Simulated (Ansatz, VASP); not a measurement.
## SiC in VASP and in Ansatz

```
Si C
1.0
     4.34800    0.00000    0.00000
     0.00000    2.17400   -2.17400
     0.00000    7.22911    7.22911
Si C
6 6
Direct
  0.00000 0.00000 0.82699
  0.50000 0.50000 0.07517
  0.00000 0.00000 0.22553
  0.50000 0.50000 0.37590
  0.00000 0.00000 0.52626
  0.50000 0.50000 0.67662
  0.75000 0.00000 0.37590
  0.25000 0.50000 0.52626
  0.75000 0.00000 0.67662
  0.25000 0.50000 0.82699
  0.75000 0.00000 0.07517
  0.25000 0.50000 0.22553
```

Alike in both runs: task single point; functional PBE; k mesh 6 × 9 × 3; occupations gaussian, width 0.05 eV; no spin polarisation.

|  | VASP | Ansatz |
| --- | --- | --- |
| version | VASP 6.6.1 | Ansatz 0.2.0 |
| potentials or method | VASP PAW PBE potentials, release 64 (Si, C), cutoff 520 eV | scalar-relativistic, plane waves, PAW |
| valence electrons in the cell | 48 | 48 |

|  | VASP | Ansatz | Ansatz less VASP |
| --- | --- | --- | --- |
| gap on the k mesh at the Fermi level (eV) | 0.95 | 0.96 | +0.006 |
| least direct gap on the mesh (eV) | 1.04 | 1.05 | +0.006 |
| pressure (GPa) | -2.6 | -2.6 | +0.03 |
| traceless stress, the component that is largest in VASP (GPa) | -7.61 | -7.54 | +0.066 |
| rms of the force components (eV/Å) | 0.691 | 0.691 | -0.0002 |

Atom by atom the forces differ by 0.003 eV/Å (rms over components).
